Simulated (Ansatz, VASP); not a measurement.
# One calculation of PtS2, two programs

File INCAR:

```
SYSTEM = PtS2
PREC = Accurate
ENCUT = 520
EDIFF = 1E-6
ISMEAR = 0
SIGMA = 0.1
LREAL = .False.
LASPH = .True.
NELM = 100
ALGO = Normal
ISIF = 2
LWAVE = .False.
LCHARG = .False.
NBANDS = 18
```

The input KPOINTS:

```
Automatic mesh
0
Gamma
  6 6 4
  0 0 0
```

The input POSCAR:

```
PtS2
1.0
    3.5432000000      0.0000000000      0.0000000000
   -1.7716000000      3.0685012107      0.0000000000
    0.0000000000      0.0000000000      5.0388000000
Pt S
1 2
Direct
    0.0000000000      0.0000000000      0.0000000000
    0.3333333333      0.6666666667      0.2270000000
    0.6666666667      0.3333333333      0.7730000000
```

Input for Ansatz:

```yaml
crystal:
  lattice:
    - [3.5432, 0.0, 0.0]
    - [-1.7716, 3.0685012107, 0.0]
    - [0.0, 0.0, 5.0388]
  atoms:
    - { symbol: Pt, position: [0.0, 0.0, 0.0] }
    - { symbol: S, position: [0.3333333333, 0.6666666667, 0.227] }
    - { symbol: S, position: [0.6666666667, 0.3333333333, 0.773] }
basis:
  ecutwfc: 420
kpoints:
  mp_grid: { grid: [6, 6, 4] }
hamiltonian:
  xc: lda
  pseudopotentials: { kind: paw }
scf:
  occupations: { method: gaussian, width: 0.1 }
output:
  forces: true
  stress: true
  eigenvalues: true
```

Alike in both runs: task single point; functional LDA; k mesh 6 × 6 × 4; occupations gaussian, width 0.1 eV; no spin polarisation.

|  | VASP | Ansatz |
| --- | --- | --- |
| version | VASP 6.6.1 | Ansatz 0.2.0 |
| potentials or method | VASP PAW LDA potentials, release 64 (Pt, S), cutoff 520 eV | scalar-relativistic, plane waves, PAW |
| valence electrons in the cell | 22 | 30 |

```csv
,VASP,Ansatz,Ansatz less VASP
gap on the k mesh at the Fermi level (eV),0.86,0.85,-0.008
least direct gap on the mesh (eV),1.38,1.37,-0.012
pressure (GPa),3.6,3.6,+0.06
"traceless stress, the component that is largest in VASP (GPa)",-0.17,-0.19,-0.020
rms of the force components (eV/Å),0.381,0.381,+0.0001
```

LDA's correlation is that of Perdew and Zunger in VASP and of Perdew and Wang (1992) in Ansatz. Atom by atom the forces differ by 0.000 eV/Å (rms over components). VASP's potentials hold 22 valence electrons a cell and Ansatz's 30, so a difference there can come from the potentials and not from the codes.

Spin-orbit coupling is off throughout.
